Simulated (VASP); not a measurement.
# HfC (Fm-3m) in VASP: further runs

HfC is run at these levels: BLYP, r2SCAN, RPBE+D3(BJ); tasks: relaxation of cell and atoms, single point.

All numbers are computed with VASP 6.6.1; they aren't measurements. Logs are shortened: lines on timing, memory, paths and dates and some standing lists are left out, and cuts for length are marked.

**1. The cell of the first run**

Symmetry: Fm-3m, No. 225, cubic system. The conventional cell has a = 4.650 Å, b = 4.650 Å, c = 4.650 Å, α = 90.00°, β = 90.00°, γ = 90.00°. Within 3.1 Å of Hf (site symmetry m-3m) lie 6 C at 2.33 Å. Within 3.1 Å of C (site symmetry m-3m) lie 6 Hf at 2.33 Å.

**2. Relaxation of cell and atoms, BLYP**

File INCAR:

```
SYSTEM = HfC
PREC     = Accurate       ! precision mode
ENCUT    = 600            ! plane-wave cutoff, eV
EDIFF    = 1E-6           ! SCF threshold, eV
ISMEAR   = -1             ! smearing method
SIGMA    = 0.05           ! smearing width, eV
LREAL    = .FALSE.        ! projectors in reciprocal space
LASPH    = .TRUE.         ! aspherical terms in the spheres
NELM     = 60             ! most SCF steps
ALGO     = Normal         ! electronic algorithm
ISIF     = 3              ! what is computed and relaxed
LWAVE    = .FALSE.        ! write WAVECAR
LCHARG   = .FALSE.        ! write CHGCAR
GGA      = B5             ! functional
ALDAX    = 1.0          
AGGAX    = 1.0          
AGGAC    = 1.0          
ALDAC    = 0.0          
IBRION   = 2              ! ionic algorithm
NSW      = 60             ! ionic steps
EDIFFG   = -0.01          ! ionic threshold
```

File KPOINTS:

```
regular mesh
0
G
  10 10 10
  0 0 0
```

File POSCAR:

```
HfC
1.0
    0.0000000000      2.3250000000      2.3250000000
    2.3250000000      0.0000000000      2.3250000000
    2.3250000000      2.3250000000      0.0000000000
Hf C
1 1
Direct
    0.5000000000      0.5000000000      0.5000000000
    0.0000000000      0.0000000000      0.0000000000
```

Potentials or basis: VASP PAW PBE potentials, release 64 (Hf_pv, C).

Command:

```
> cat potpaw_PBE.64/Hf_pv/POTCAR potpaw_PBE.64/C/POTCAR > POTCAR
> mpirun -np 1 vasp_std > vasp.out
```

OUTCAR:

```text
SYSTEM = HfC
   PREC = Accurate
   ENCUT = 600
   EDIFF = 1E-6
   ISMEAR = -1
   LREAL = .FALSE.
   LASPH = .TRUE.
   NELM = 60
   ISIF = 3
   GGA = B5
   IBRION = 2
   NSW = 60
   EDIFFG = -0.01

 ion  position               nearest neighbor table
   1  0.500  0.500  0.500-   2 2.33   2 2.33   2 2.33   2 2.33   2 2.33   2 2.33
   2  0.000  0.000  0.000-   1 2.33   1 2.33   1 2.33   1 2.33   1 2.33   1 2.33

  LATTYP: Found a face centered cubic cell.
 ALAT       =     4.6500000000

  Lattice vectors:

 A1 = (   0.0000000000,   2.3250000000,   2.3250000000)
 A2 = (   2.3250000000,   0.0000000000,   2.3250000000)
 A3 = (   2.3250000000,   2.3250000000,   0.0000000000)

Analysis of symmetry for initial positions (statically):
=====================================================================
 Subroutine PRICEL returns:
 Original cell was already a primitive cell.

 Routine SETGRP: Setting up the symmetry group for a
 face centered cubic supercell.

 Subroutine GETGRP returns: Found 48 space group operations
 (whereof 48 operations were pure point group operations)
 out of a pool of 48 trial point group operations.

The static configuration has the point symmetry O_h .

Analysis of symmetry for dynamics (positions and initial velocities):
=====================================================================
 Subroutine PRICEL returns:
 Original cell was already a primitive cell.

 Routine SETGRP: Setting up the symmetry group for a
 face centered cubic supercell.

 Subroutine GETGRP returns: Found 48 space group operations
 (whereof 48 operations were pure point group operations)
 out of a pool of 48 trial point group operations.

The dynamic configuration has the point symmetry O_h .

 Subroutine INISYM returns: Found 48 space group operations
 (whereof 48 operations are pure point group operations),
 and found     1 'primitive' translations

----------------------------------------------------------------------------------------

                                     Primitive cell

  volume of cell :      25.1362

  direct lattice vectors                    reciprocal lattice vectors
     0.000000000  2.325000000  2.325000000    -0.215053763  0.215053763  0.215053763
     2.325000000  0.000000000  2.325000000     0.215053763 -0.215053763  0.215053763
     2.325000000  2.325000000  0.000000000     0.215053763  0.215053763 -0.215053763

  length of vectors
[... 95 lines left out ...]
   EMIN   =  10.00;   EMAX   =-10.00  energy-range for DOS
   EFERMI =   0.00;   METHOD = LEGACY
   ISMEAR =    -1;   SIGMA  =   0.05  broadening in eV -4-tet -1-fermi 0-gaus
   EFERMI_NEDOS =   21; number of points for ismear=-14 and -15
   IALGO  =     38    algorithm
   IMIX   =      4    mixing-type and parameters
     AMIX     =   0.40;   BMIX     =  1.00
     AMIX_MAG =   1.60;   BMIX_MAG =  1.00
  volume/ion in A,a.u.               =      12.57        84.81
  Fermi-wavevector in a.u.,A,eV,Ry     =   1.346949  2.545365 24.684672  1.814272
  Thomas-Fermi vector in A             =   2.474740
   LORBIT       =      0    0 simple, 1 ext, 2 COOP (PROOUT), +10 PAW based schemes
   GGA     = B5    functional components
   LHFCALC =     F    Hartree Fock is set to
   AEXX    =    0.0000 exact exchange contribution
   IVDW    =     0    specifies the selected vdW correction
   LEPSILON=     F    determine dielectric tensor
   LRPA    =     F    only Hartree local field effects (RPA)
 conjugate gradient relaxation of ions
 non-spin polarized calculation
  energy-cutoff  :      600.00
  volume of cell :       25.14
 maximum number of plane-waves:       869
 NGX is ok and might be reduce to    28
   NGX = 13   NGY = 13   NGZ = 13

--------------------------------------- Ionic step        1  -------------------------------------------

 number of electron      14.0000000 magnetization

 Free energy of the ion-electron system (eV)
  ---------------------------------------------------
  ext. energy  EPLUGINS =         0.00000000
  ---------------------------------------------------
  free energy    TOTEN  =       -19.12126292 eV

  energy without entropy =      -19.11868077  energy(sigma->0) =      -19.11997185

------------------------ aborting loop because EDIFF is reached ----------------------------------------

  FORCE on cell =-STRESS in cart. coord.  units (eV):
  Direction    XX          YY          ZZ          XY          YZ          ZX
  --------------------------------------------------------------------------------------
  -------------------------------------------------------------------------------------
  Total        1.1824542      1.1824542      1.1824542      0.0000000      0.0000000      0.0000000
  in kB       75.3695687     75.3695687     75.3695687      0.0000000      0.0000000      0.0000000
  external PRESSURE =      75.3695687 kB  Pullay stress =       0.0000000 kB
[... 59 lines left out ...]
--------------------------------------- Ionic step        3  -------------------------------------------

 number of electron      14.0000001 magnetization

 Free energy of the ion-electron system (eV)
  ---------------------------------------------------
  ext. energy  EPLUGINS =         0.00000000
  ---------------------------------------------------
  free energy    TOTEN  =       -19.13980278 eV

  energy without entropy =      -19.13714597  energy(sigma->0) =      -19.13847437

 E-fermi :   6.2616     XC(G=0): -11.4573

 val. band max:        6.2178586906   @ k =   0.1000   0.0000   0.0000
 cond. band min:       6.2942028353   @ k =   0.2000   0.2000   0.0000
 fundamental gap:      0.0763441447
 Fermi energy:         6.2615693935

 k-point     1 :       0.0000    0.0000    0.0000
  band No.  band energies     occupation
      1     -23.5324      2.00000
      2     -23.5324      2.00000
      3     -23.5324      2.00000
      4      -5.8048      2.00000
      5       7.1682      0.00000
      6       7.1682      0.00000
      7       7.1682      0.00000
      8       7.5717      0.00000
      9       7.5717      0.00000
     10       7.5717      0.00000
     11       9.4333      0.00000
[... 309 lines left out ...]
 k-point    24 :       0.4000    0.3000    0.0000
  band No.  band energies     occupation
      1     -23.9621      2.00000
      2     -23.7063      2.00000
      3     -23.6883      2.00000
      4      -3.8596      2.00000
      5       2.6641      2.00000
      6       4.5665      2.00000
      7       5.5185      2.00000
      8       6.4603      0.03687
      9      11.2765      0.00000
     10      12.2009      0.00000
     11      12.3318      0.00000

 [... further k-points ...]
[... 5 lines left out ...]
  --------------------------------------------------------------------------------------
  -------------------------------------------------------------------------------------
  Total       -0.0114515     -0.0114515     -0.0114515      0.0000000     -0.0000000      0.0000000
  in kB       -0.7068176     -0.7068176     -0.7068176      0.0000000     -0.0000000      0.0000000
  external PRESSURE =      -0.7068176 kB  Pullay stress =       0.0000000 kB
[... 17 lines left out ...]
  FREE ENERGIE OF THE ION-ELECTRON SYSTEM (eV)
  ---------------------------------------------------
  free  energy   TOTEN  =       -19.1398027842 eV

  energy  without entropy=      -19.1371459657  energy(sigma->0) =      -19.13847437

 reached required accuracy - stopping structural energy minimisation
```

CONTCAR:

```text
HfC
   1.00000000000000
     0.0000000000000000    2.3500600692587668    2.3500600692587668
     2.3500600692587668    0.0000000000000000    2.3500600692587668
     2.3500600692587668    2.3500600692587668    0.0000000000000000
  Hf              C
     1     1
Direct
     0.5000000000000000    0.5000000000000000    0.5000000000000000
     0.0000000000000000    0.0000000000000000    0.0000000000000000

  0.00000000E+00  0.00000000E+00  0.00000000E+00
  0.00000000E+00  0.00000000E+00  0.00000000E+00
```

Wall time 41 s (1 thread of Intel Xeon 6975P-C (Granite Rapids), shared host); peak memory 0.17 GiB.

What came out:

```yaml
Free_energy: -19.1398 eV
Relaxed_volume: 12.98 Å³/atom
Relaxed_cell: a = 3.323 Å, b = 3.323 Å, c = 3.323 Å, α = 60.00°, β = 60.00°, γ = 60.00°
Space_group_after_relaxing_to_0.05_Å: Fm-3m (No. 225)
Energy_gained_by_relaxing: 9.3 meV/atom
Ionic_steps: 3
Pressure_after_relaxing: -0.1 GPa
Band_gap_on_the_k_mesh: zero (band 7 reaches 7.17 eV, above the bottom of band 8 at 5.82 eV)
```

Step by step:
```
step  energy change (eV)  largest force (eV/Å)  pressure (GPa)  volume (Å³)
   1              0.0000                0.0000            7.54        25.14
   2              0.0298                0.0000          -10.56        27.35
   3             -0.0185                0.0000           -0.07        25.96
```

Final structure:
```xyz
2
Lattice="0.0000 2.3501 2.3501 2.3501 0.0000 2.3501 2.3501 2.3501 0.0000" Properties=species:S:1:pos:R:3 pbc="T T T"
Hf    2.3501    2.3501    2.3501
C     0.0000    0.0000    0.0000
```

Levels at points of the mesh, in eV from the Fermi level:
```
           k point  band 5  band 6  band 7  band 8  band 9  band 10
(0.00, 0.00, 0.00)    0.91    0.91    0.91    1.31    1.31     1.31
(0.50, 0.00, 0.00)   -5.89   -2.94   -2.94    4.94    4.94     5.43
(0.50, 0.50, 0.00)   -2.50   -1.60   -0.15   -0.15    4.94     6.24
```

Caveat: the PAW data sets were made with another functional, which shifts forces and pressure a little; spin-orbit coupling is left out, which moves the levels of the heavy elements.

**3. Relaxation of cell and atoms, r2SCAN**

POSCAR is that of step 2.

File INCAR.step1:

```
PREC = Accurate
ENCUT = 600
ISMEAR = -1
SIGMA = 0.05
LREAL = False
LASPH = True
NELM = 100
GGA = PE
ALGO = Normal
EDIFF = 1E-4
LWAVE = True
LCHARG = False
```

File INCAR.step2:

```
PREC = Accurate
ENCUT = 600
EDIFF = 1E-6
ISMEAR = -1
SIGMA = 0.05
LREAL = False
LASPH = True
NELM = 100
ALGO = Normal
ISIF = 3
LWAVE = False
LCHARG = False
METAGGA = R2SCAN
LMIXTAU = True
IBRION = 2
NSW = 60
EDIFFG = -0.01
ISTART = 1
```

File KPOINTS:

```
Automatic mesh
0
Gamma
  10 10 10
```

Potentials or basis: VASP PAW PBE potentials, release 64 (Hf_pv, C).

Command:

```
> cat potpaw_PBE.64/Hf_pv/POTCAR potpaw_PBE.64/C/POTCAR > POTCAR
> cp INCAR.step1 INCAR
> mpirun -np 1 vasp_std > vasp.out
> cp INCAR.step2 INCAR
> mpirun -np 1 vasp_std > vasp.out
```

Wall time 98 s (1 thread of Intel Xeon 6975P-C (Granite Rapids), shared host); peak memory 0.18 GiB.

Results (log left out):

| Property | Result |
| --- | --- |
| Free energy | -57.3429 eV |
| Relaxed volume | 12.44 Å³/atom |
| Relaxed cell | a = 3.277 Å, b = 3.277 Å, c = 3.277 Å, α = 60.00°, β = 60.00°, γ = 60.00° |
| Space group after relaxing (to 0.05 Å) | Fm-3m (No. 225) |
| Energy gained by relaxing | 1.0 meV/atom |
| Ionic steps | 3 |
| Pressure after relaxing | -0.1 GPa |
| Band gap on the k mesh | zero (band 7 reaches 6.99 eV, above the bottom of band 8 at 5.52 eV) |

Step by step:
```tsv
step	energy change (eV)	largest force (eV/Å)	pressure (GPa)	volume (Å³)
1	0.0000	0.0000	-2.60	25.14
2	0.0053	0.0000	5.01	24.40
3	-0.0021	0.0000	-0.08	24.88
```

Final structure:
```
CELL_PARAMETERS angstrom
0.00000 2.31706 2.31706
2.31706 0.00000 2.31706
2.31706 2.31706 0.00000
ATOMIC_POSITIONS crystal
Hf 0.50000 0.50000 0.50000
C 0.00000 0.00000 0.00000
```

Levels at points of the mesh, in eV from the Fermi level:
| k point | band 5 | band 6 | band 7 | band 8 | band 9 | band 10 |
| --- | --- | --- | --- | --- | --- | --- |
| (0.00, 0.00, 0.00) | 0.95 | 0.95 | 0.95 | 1.57 | 1.57 | 1.57 |
| (0.50, 0.00, 0.00) | -6.43 | -3.25 | -3.25 | 5.65 | 5.65 | 6.20 |
| (0.50, 0.50, 0.00) | -2.86 | -1.72 | -0.23 | -0.23 | 5.46 | 7.08 |

Caveat: the PAW data sets were made with another functional, which shifts forces and pressure a little; spin-orbit coupling is left out, which moves the levels of the heavy elements.

**4. Single point, RPBE+D3(BJ), collinear spin, ferromagnetic start (volume scaled by 0.94)**

File INCAR:

```
PREC = Accurate
ENCUT = 520
EDIFF = 1E-6
ISMEAR = -1
SIGMA = 0.1
LREAL = False
LASPH = True
NELM = 150
ALGO = Normal
ISIF = 2
LWAVE = False
LCHARG = True
ISPIN = 2
MAGMOM = 1 0
LORBIT = 11
NUPDOWN = 1.0
LMAXMIX = 4
GGA = RP
IVDW = 12
LELF = True
LVHAR = True
NBANDS = 18
```

File KPOINTS:

```
regular mesh
0
Gamma
  10 10 10
```

File POSCAR:

```
HfC
1.0
    0.0000000000      2.2775377028      2.2775377028
    2.2775377028      0.0000000000      2.2775377028
    2.2775377028      2.2775377028      0.0000000000
Hf C
1 1
Direct
    0.5000000000      0.5000000000      0.5000000000
    0.0000000000      0.0000000000      0.0000000000
```

Command:

```
> cat potpaw_PBE.64/Hf_pv/POTCAR potpaw_PBE.64/C/POTCAR > POTCAR
> mpirun -np 1 vasp_std > vasp.out
```

Wall time 12 s (1 thread of Intel Xeon 6975P-C (Granite Rapids), shared host); peak memory 0.17 GiB.

It converged, with:

```
Free energy                                           : -23.8270 eV
Pressure                                              : -9.3 GPa
Net moment                                            : 1.00 μB per cell
Site moments                                          : Hf +0.38; C +0.28 μB
Valence electrons inside the program's atomic spheres : Hf 8.79; C 2.42
Dispersion energy per atom                            : -2.451 eV
```

Caveat: the cell differs from its parent crystal (volume scaled by 0.94); three body term missing; the PAW data sets were made with another functional, which shifts forces and pressure a little; spin-orbit coupling is left out, which moves the levels of the heavy elements; the total moment is fixed, so each spin has its own Fermi level.

**5. Single point, RPBE+D3(BJ), collinear spin, ferromagnetic start (volume scaled by 0.96)**

File INCAR:

```
PREC = Accurate ; ENCUT = 520
EDIFF = 1E-6 ; ISMEAR = -1
SIGMA = 0.1 ; LREAL = F
LASPH = T ; NELM = 150
ALGO = Normal ; ISIF = 2
LWAVE = F ; LCHARG = F
ISPIN = 2 ; MAGMOM = 1 0
LORBIT = 11 ; NUPDOWN = 1.0
LMAXMIX = 4 ; GGA = RP
IVDW = 12 ; NBANDS = 18
```

KPOINTS is that of step 4.

File POSCAR:

```
HfC
1.0
    0.0000000000      2.2935772291      2.2935772291
    2.2935772291      0.0000000000      2.2935772291
    2.2935772291      2.2935772291      0.0000000000
Hf C
1 1
Direct
    0.5000000000      0.5000000000      0.5000000000
    0.0000000000      0.0000000000      0.0000000000
```

Command:

```
> cat potpaw_PBE.64/Hf_pv/POTCAR potpaw_PBE.64/C/POTCAR > POTCAR
> mpirun -np 1 vasp_std > vasp.out
```

Run time: 12 s. Hardware: 1 thread of Intel Xeon 6975P-C (Granite Rapids), shared host; peak memory 0.18 GiB.

It converged, with:

```yaml
Free_energy: -23.7895 eV
Pressure: -14.6 GPa
Net_moment: 1.00 μB per cell
Site_moments: Hf +0.38; C +0.28 μB
Valence_electrons_inside_the_program's_atomic_spheres: Hf 8.72; C 2.41
Dispersion_energy_per_atom: -2.398 eV
```

Caveat: the cell differs from its parent crystal (volume scaled by 0.96); three body term missing; the PAW data sets were made with another functional, which shifts forces and pressure a little; spin-orbit coupling is left out, which moves the levels of the heavy elements; the total moment is fixed, so each spin has its own Fermi level.

(Part 1 of 2 ends here.)
